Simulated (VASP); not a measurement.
# SnO2 (Pnnm) in VASP: further runs

Runs on SnO2. Level: LDA. Tasks: single point.

Program: VASP 6.6.1. These are calculated values, not measurements. Logs are shortened: lines on timing, memory, paths and dates and some standing lists are left out, and cuts for length are marked.

## Step 1: The cell of the first run

The structure is orthorhombic, space group Pnnm (No. 58). Conventional cell: a = 4.931 Å, b = 4.931 Å, c = 3.331 Å, α = 90.00°, β = 90.00°, γ = 90.00°. Within 2.7 Å of Sn (site symmetry 2/m) lie 6 O at 2.02 to 2.23 Å. O (site symmetry m) has 3 Sn at 2.02 to 2.23 Å within 2.7 Å.

## Step 2: Single point, LDA (atoms shifted along a free coordinate)

Contents of INCAR:

```
ALGO     = Normal         # electronic algorithm
EDIFF    = 1E-7           # SCF threshold, eV
ENCUT    = 520            # plane-wave cutoff, eV
GGA      = CA             # functional
ISIF     = 2              # what is computed and relaxed
ISMEAR   = 0              # smearing method
LASPH    = True           # aspherical terms in the spheres
LCHARG   = True           # write CHGCAR
LELF     = True           # ELF
LREAL    = False          # projectors in reciprocal space
LVHAR    = True         
LWAVE    = False          # write WAVECAR
NBANDS   = 35             # bands
NELM     = 100            # most SCF steps
PREC     = Accurate       # precision mode
SIGMA    = 0.05           # smearing width, eV
```

Contents of KPOINTS:

```
k-points
0
Gamma
  6 6 8
```

Contents of POSCAR:

```
SnO2
1.0
    4.9308404756      0.0000000000      0.0000000000
    0.0000000000      4.9313636212      0.0000000000
    0.0000000000      0.0000000000      3.3311718629
Sn O
2 4
Direct
    0.5000000000      0.5000000000      0.5000000000
    0.0000000000      0.0000000000      0.0000000000
    0.3059920358      0.2715746941      0.0000000000
    0.8059920358      0.2284253059      0.5000000000
    0.1940079642      0.7715746941      0.5000000000
    0.6940079642      0.7284253059      0.0000000000
```

Potentials or basis: VASP PAW LDA potentials, release 64 (Sn_d, O).

Run with:

```
$ cat potpaw_LDA.64/Sn_d/POTCAR potpaw_LDA.64/O/POTCAR > POTCAR
$ mpirun -np 1 vasp_std > vasp.out
```

OUTCAR:

```text
EDIFF = 1E-7
   ENCUT = 520
   GGA = CA
   ISIF = 2
   ISMEAR = 0
   LASPH = True
   LREAL = False
   NELM = 100
   PREC = Accurate

 ion  position               nearest neighbor table
   1  0.500  0.500  0.500-   4 2.02   5 2.02   3 2.23   6 2.23   3 2.23   6 2.23
   2  0.000  0.000  0.000-   3 2.02   6 2.02   5 2.23   4 2.23   4 2.23   5 2.23
   3  0.306  0.272  0.000-   2 2.02   1 2.23   1 2.23
   4  0.806  0.228  0.500-   1 2.02   2 2.23   2 2.23
   5  0.194  0.772  0.500-   1 2.02   2 2.23   2 2.23
   6  0.694  0.728  0.000-   2 2.02   1 2.23   1 2.23

  LATTYP: Found a simple orthorhombic cell.
 ALAT       =     3.3311718629
 B/A-ratio  =     1.4802119730
 C/A-ratio  =     1.4803690185

  Lattice vectors:

 A1 = (   0.0000000000,   0.0000000000,   3.3311718629)
 A2 = (   4.9308404756,   0.0000000000,   0.0000000000)
 A3 = (   0.0000000000,   4.9313636212,   0.0000000000)

Analysis of symmetry for initial positions (statically):
=====================================================================
 Subroutine PRICEL returns:
 Original cell was already a primitive cell.

 Routine SETGRP: Setting up the symmetry group for a
 simple orthorhombic supercell.

 Subroutine GETGRP returns: Found  8 space group operations
 (whereof  4 operations were pure point group operations)
 out of a pool of  8 trial point group operations.

The static configuration has the point symmetry C_2h.
 The point group associated with its full space group is D_2h.

Analysis of symmetry for dynamics (positions and initial velocities):
=====================================================================
 Subroutine PRICEL returns:
 Original cell was already a primitive cell.

 Routine SETGRP: Setting up the symmetry group for a
 simple orthorhombic supercell.

 Subroutine GETGRP returns: Found  8 space group operations
 (whereof  4 operations were pure point group operations)
 out of a pool of  8 trial point group operations.

The dynamic configuration has the point symmetry C_2h.
 The point group associated with its full space group is D_2h.

 Subroutine INISYM returns: Found  8 space group operations
 (whereof  4 operations are pure point group operations),
 and found     1 'primitive' translations

[... 102 lines left out ...]
   EDIFF  = 0.1E-06   stopping-criterion for ELM
   LREAL  =      F    real-space projection
   EDIFFG = 0.1E-05   stopping-criterion for IOM
   NSW    =      0    number of steps for IOM
   IBRION =     -1    ionic relax: 0-MD 1-quasi-New 2-CG
   NFREE  =      0    steps in history (QN), initial steepest desc. (CG)
   ISIF   =      2    stress and relaxation
   ISYM   =      2    0-nonsym 1-usesym 2-fastsym
   POTIM  = 0.5000    time-step for ionic-motion
   TEBEG  =    0.0;   TEEND  =   0.0 temperature during run
   PSTRESS=    0.0 pullay stress
   NELECT =      52.0000    total number of electrons
   NUPDOWN=      -1.0000    fix difference up-down
   EMIN   =  10.00;   EMAX   =-10.00  energy-range for DOS
   EFERMI =   0.00;   METHOD = LEGACY
   ISMEAR =     0;   SIGMA  =   0.05  broadening in eV -4-tet -1-fermi 0-gaus
   EFERMI_NEDOS =   21; number of points for ismear=-14 and -15
   IALGO  =     38    algorithm
   IMIX   =      4    mixing-type and parameters
     AMIX     =   0.40;   BMIX     =  1.00
     AMIX_MAG =   1.60;   BMIX_MAG =  1.00
  volume/ion in A,a.u.               =      13.50        91.10
  Fermi-wavevector in a.u.,A,eV,Ry     =   1.412259  2.668782 27.136477  1.994475
  Thomas-Fermi vector in A             =   2.534026
   LORBIT       =      0    0 simple, 1 ext, 2 COOP (PROOUT), +10 PAW based schemes
   GGA     = CA    functional components
   LHFCALC =     F    Hartree Fock is set to
   AEXX    =    0.0000 exact exchange contribution
   IVDW    =     0    specifies the selected vdW correction
   LEPSILON=     F    determine dielectric tensor
   LRPA    =     F    only Hartree local field effects (RPA)
 non-spin polarized calculation
 Gauss-broadening in eV      SIGMA  =   0.05
  energy-cutoff  :      520.00
  volume of cell :       81.00
 maximum number of plane-waves:      2200
 NGX is ok and might be reduce to    40
   NGX = 19   NGY = 19   NGZ = 13

 number of electron      52.0000013 magnetization

 Free energy of the ion-electron system (eV)
  ---------------------------------------------------
  ext. energy  EPLUGINS =         0.00000000
  ---------------------------------------------------
  free energy    TOTEN  =       -41.03783641 eV

  energy without entropy =      -41.03783632  energy(sigma->0) =      -41.03783637

 E-fermi :   4.4627     XC(G=0): -11.1842

 val. band max:        4.3161299355   @ k =   0.0000   0.1667   0.0000
 cond. band min:       4.6010840533   @ k =   0.0000   0.0000   0.0000
 fundamental gap:      0.2849541178
 Fermi energy:         4.4627161279

 k-point     1 :       0.0000    0.0000    0.0000
  band No.  band energies     occupation
      1     -16.5553      2.00000
      2     -16.0434      2.00000
      3     -15.8876      2.00000
      4     -15.8479      2.00000
      5     -15.8274      2.00000
      6     -15.8261      2.00000
[... 901 lines left out ...]
     34      14.7570      0.00000
     35      16.0657      0.00000

 [... further k-points ...]

------------------------ aborting loop because EDIFF is reached ----------------------------------------

  FORCE on cell =-STRESS in cart. coord.  units (eV):
  Direction    XX          YY          ZZ          XY          YZ          ZX
  --------------------------------------------------------------------------------------
  -------------------------------------------------------------------------------------
  Total       -8.1553703    -10.2821270    -10.7972382     -0.0000000      0.0000000      0.0000000
  in kB     -161.3129561   -203.3801326   -213.5690150     -0.0000000      0.0000000      0.0000000
  external PRESSURE =    -192.7540346 kB  Pullay stress =       0.0000000 kB

 VOLUME and BASIS-vectors are now :
 -----------------------------------------------------------------------------
  energy-cutoff  :      520.00
  volume of cell :       81.00
      direct lattice vectors                 reciprocal lattice vectors
     4.930840476  0.000000000  0.000000000     0.202805182  0.000000000  0.000000000
     0.000000000  4.931363621  0.000000000     0.000000000  0.202783667  0.000000000
     0.000000000  0.000000000  3.331171863     0.000000000  0.000000000  0.300194659

 POSITION                                       TOTAL-FORCE (eV/Angst)
 -----------------------------------------------------------------------------------
      2.46542      2.46568      1.66559         0.000000      0.000000      0.000000
      0.00000      0.00000      0.00000         0.000000      0.000000      0.000000
      1.50880      1.33923      0.00000         1.178999      1.443213      0.000000
      3.97422      1.12645      1.66559         1.178999     -1.443213     -0.000000
      0.95662      3.80492      1.66559        -1.178999      1.443213      0.000000
      3.42204      3.59213      0.00000        -1.178999     -1.443213      0.000000
 -----------------------------------------------------------------------------------
    total drift:                                0.000000     -0.000000     -0.000000

  FREE ENERGIE OF THE ION-ELECTRON SYSTEM (eV)
  ---------------------------------------------------
  free  energy   TOTEN  =       -41.0378364148 eV

  energy  without entropy=      -41.0378363188  energy(sigma->0) =      -41.03783637
```

OSZICAR:

```text
N       E                     dE             d eps       ncg     rms          rms(c)
DAV:   1     0.624930036573E+03    0.62493E+03   -0.25576E+04  6088   0.223E+03
DAV:   2     0.560080471013E+02   -0.56892E+03   -0.53763E+03  6024   0.601E+02
DAV:   3    -0.415270415515E+02   -0.97535E+02   -0.95453E+02  6246   0.206E+02
DAV:   4    -0.469441075290E+02   -0.54171E+01   -0.53695E+01  7092   0.525E+01
DAV:   5    -0.470903110336E+02   -0.14620E+00   -0.14598E+00  6841   0.926E+00    0.148E+01
DAV:   6    -0.411885299286E+02    0.59018E+01   -0.17390E+01  8753   0.665E+01    0.606E+00
DAV:   7    -0.411493451504E+02    0.39185E-01   -0.20366E+00  6129   0.828E+00    0.311E+00
DAV:   8    -0.410541305142E+02    0.95215E-01   -0.32912E-01  6954   0.383E+00    0.753E-01
DAV:   9    -0.410375327176E+02    0.16598E-01   -0.37393E-02  9146   0.233E+00    0.121E-01
DAV:  10    -0.410378257633E+02   -0.29305E-03   -0.45965E-03  7139   0.593E-01    0.676E-02
DAV:  11    -0.410378473906E+02   -0.21627E-04   -0.21671E-04  9077   0.150E-01    0.402E-02
DAV:  12    -0.410378387854E+02    0.86051E-05   -0.24155E-05  7903   0.393E-02    0.204E-02
DAV:  13    -0.410378363984E+02    0.23871E-05   -0.10887E-05  6934   0.194E-02    0.288E-03
DAV:  14    -0.410378364148E+02   -0.16421E-07   -0.38348E-07  6334   0.516E-03
   1 F= -.41037836E+02 E0= -.41037836E+02  d E =-.959681E-07
```

It took 4.2 min on 1 thread of Intel Xeon 8259CL, shared host; peak memory 0.29 GiB.

What came out:

| Item | Value |
| --- | --- |
| Free energy | -41.0378 eV |
| Pressure | -19.3 GPa |
| Largest force | 1.864 eV/Å |
| Band gap on the k mesh | 0.28 eV (least direct gap 0.67 eV) |

Forces in eV/Å, atoms in the order of the input:
```
Sn   0.000  0.000  0.000
Sn   0.000  0.000  0.000
O    1.179  1.443  0.000
O    1.179 -1.443  0.000
O   -1.179  1.443  0.000
O   -1.179 -1.443  0.000
```

Caveat: the cell differs from its parent crystal (atoms shifted along a free coordinate); the cell stands under tension; spin-orbit coupling is left out, which moves the levels of the heavy elements; forces of over 1 eV/Å act on the atoms, so gaps and moduli don't describe the material at rest. A k mesh can miss the band edges.

## Step 3: Single point, LDA

Contents of INCAR:

```
SYSTEM = SnO2
PREC = Accurate ; ENCUT = 520
EDIFF = 1E-6 ; ISMEAR = 0
SIGMA = 0.05 ; LREAL = .FALSE.
LASPH = .TRUE. ; NELM = 80
ALGO = Normal ; ISIF = 2
LWAVE = .FALSE. ; LCHARG = .FALSE.
NBANDS = 35
```

Contents of KPOINTS:

```
Automatic mesh
0
Gamma
  6 6 8
  0.5 0.5 0.5
```

Contents of POSCAR:

```
SnO2
1.0
    4.9308404756      0.0000000000      0.0000000000
    0.0000000000      4.9313636212      0.0000000000
    0.0000000000      0.0000000000      3.3311718629
Sn O
2 4
Direct
    0.5000000000      0.5000000000      0.5000000000
    0.0000000000      0.0000000000      0.0000000000
    0.3059920358      0.2888605067      0.0000000000
    0.8059920358      0.2111394933      0.5000000000
    0.1940079642      0.7888605067      0.5000000000
    0.6940079642      0.7111394933      0.0000000000
```

Potentials or basis: VASP PAW LDA potentials, release 64 (Sn_d, O).

Run with:

```
$ cat potpaw_LDA.64/Sn_d/POTCAR potpaw_LDA.64/O/POTCAR > POTCAR
$ mpirun -np 1 vasp_std > vasp.out
```

OUTCAR:

```text
SYSTEM = SnO2
   PREC = Accurate
   ENCUT = 520
   EDIFF = 1E-6
   ISMEAR = 0
   LREAL = .FALSE.
   LASPH = .TRUE.
   NELM = 80
   ISIF = 2

 ion  position               nearest neighbor table
   1  0.500  0.500  0.500-   4 2.07   5 2.07   3 2.18   6 2.18   3 2.18   6 2.18
   2  0.000  0.000  0.000-   3 2.07   6 2.07   5 2.18   4 2.18   4 2.18   5 2.18
   3  0.306  0.289  0.000-   2 2.07   1 2.18   1 2.18
   4  0.806  0.211  0.500-   1 2.07   2 2.18   2 2.18
   5  0.194  0.789  0.500-   1 2.07   2 2.18   2 2.18
   6  0.694  0.711  0.000-   2 2.07   1 2.18   1 2.18
[... 1123 lines left out ...]
  -------------------------------------------------------------------------------------
  Total       -9.1733421     -9.9411595    -11.6321665      0.0000000      0.0000000      0.0000000
  in kB     -181.4484047   -196.6358066   -230.0838706      0.0000000      0.0000000      0.0000000
  external PRESSURE =    -202.7226940 kB  Pullay stress =       0.0000000 kB

 VOLUME and BASIS-vectors are now :
 -----------------------------------------------------------------------------
  energy-cutoff  :      520.00
  volume of cell :       81.00
      direct lattice vectors                 reciprocal lattice vectors
     4.930840476  0.000000000  0.000000000     0.202805182  0.000000000  0.000000000
     0.000000000  4.931363621  0.000000000     0.000000000  0.202783667  0.000000000
     0.000000000  0.000000000  3.331171863     0.000000000  0.000000000  0.300194659

 POSITION                                       TOTAL-FORCE (eV/Angst)
 -----------------------------------------------------------------------------------
      2.46542      2.46568      1.66559         0.000000      0.000000      0.000000
      0.00000      0.00000      0.00000         0.000000      0.000000      0.000000
      1.50880      1.42448      0.00000         0.747855      0.884617      0.000000
      3.97422      1.04121      1.66559         0.747855     -0.884617      0.000000
      0.95662      3.89016      1.66559        -0.747855      0.884617     -0.000000
      3.42204      3.50689      0.00000        -0.747855     -0.884617      0.000000
 -----------------------------------------------------------------------------------
    total drift:                                0.000000     -0.000000      0.000000

  FREE ENERGIE OF THE ION-ELECTRON SYSTEM (eV)
  ---------------------------------------------------
  free  energy   TOTEN  =       -41.4355260611 eV

  energy  without entropy=      -41.4355260611  energy(sigma->0) =      -41.43552606
```

Run time: 1.8 min. Hardware: 1 thread of Intel Xeon 8259CL, shared host; peak memory 0.22 GiB.

What came out:

| Item | Value |
| --- | --- |
| Free energy | -41.4355 eV |
| Pressure | -20.3 GPa |
| Largest force | 1.158 eV/Å |
| Band gap on the k mesh | 0.57 eV |

Forces on the atoms (eV/Å):
```
Sn   0.000  0.000  0.000
Sn   0.000  0.000  0.000
O    0.748  0.885  0.000
O    0.748 -0.885  0.000
O   -0.748  0.885  0.000
O   -0.748 -0.885  0.000
```

Levels at points of the mesh, in eV from the valence-band top:
```tsv
k point	band 24	band 25	band 26	band 27	band 28	band 29
(0.08, 0.08, 0.06)	-0.85	-0.60	0.00	0.57	5.05	5.67
```

Caveat: the cell stands under tension; spin-orbit coupling is left out, which moves the levels of the heavy elements; a shifted mesh leaves out Γ, where band edges can lie; forces of over 1 eV/Å act on the atoms, so gaps and moduli don't describe the material at rest. A k mesh can miss the band edges.
